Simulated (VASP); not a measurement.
A run of VASP 6.6.1:

The input POSCAR:

```
Li2Se
1.0
    0.0000000000      2.9934588658      2.9934588658
    2.9934588658      0.0000000000      2.9934588658
    2.9934588658      2.9934588658      0.0000000000
Li Se
2 1
Direct
    0.2500000000      0.2500000000      0.2500000000
    0.7500000000      0.7500000000      0.7500000000
    0.0000000000      0.0000000000      0.0000000000
```

Contents of INCAR.step1:

```
SYSTEM = Li2Se
ALGO     = Normal         ! electronic algorithm
EDIFF    = 1E-5           ! SCF threshold, eV
ENCUT    = 830            ! plane-wave cutoff, eV
GGA      = PE             ! functional
GGA_COMPAT= .FALSE.      
ISMEAR   = 0              ! smearing method
LASPH    = .TRUE.         ! aspherical terms in the spheres
LCHARG   = .FALSE.        ! write CHGCAR
LREAL    = .FALSE.        ! projectors in reciprocal space
LWAVE    = .TRUE.         ! write WAVECAR
NBANDS   = 13             ! bands
NELM     = 120            ! most SCF steps
PREC     = Accurate       ! precision mode
SIGMA    = 0.01           ! smearing width, eV
```

File INCAR.step2:

```
SYSTEM = Li2Se
ALGO     = Normal         ! electronic algorithm
EDIFF    = 1E-6           ! SCF threshold, eV
ENCUT    = 830            ! plane-wave cutoff, eV
GGA_COMPAT= .FALSE.      
ISIF     = 2              ! what is computed and relaxed
ISMEAR   = 0              ! smearing method
ISTART   = 1            
LASPH    = .TRUE.         ! aspherical terms in the spheres
LCHARG   = .FALSE.        ! write CHGCAR
LMIXTAU  = .TRUE.       
LREAL    = .FALSE.        ! projectors in reciprocal space
LWAVE    = .FALSE.        ! write WAVECAR
METAGGA  = R2SCAN         ! meta-GGA
NBANDS   = 13             ! bands
NELM     = 120            ! most SCF steps
PREC     = Accurate       ! precision mode
SIGMA    = 0.01           ! smearing width, eV
```

Contents of KPOINTS:

```
k-points
0
G
  5 5 5
  0 0 0
```

Potentials or basis: VASP PAW PBE potentials, release 64 (Li_sv, Se).

Command:

```console
$ cat potpaw_PBE.64/Li_sv/POTCAR potpaw_PBE.64/Se/POTCAR > POTCAR
$ cp INCAR.step1 INCAR
$ mpirun -np 1 vasp_std > vasp.out
$ cp INCAR.step2 INCAR
$ mpirun -np 1 vasp_std > vasp.out
```

Hardware: 1 thread of AMD EPYC 9R45 96-Core Processor (Zen 5), with other jobs on the host.

Q: Estimate the wall time of this run.

A: Wall time 37 s on 1 thread of AMD EPYC 9R45 96-Core Processor (Zen 5) (shared host), peak memory 0.22 GiB. Counts: k points 10.
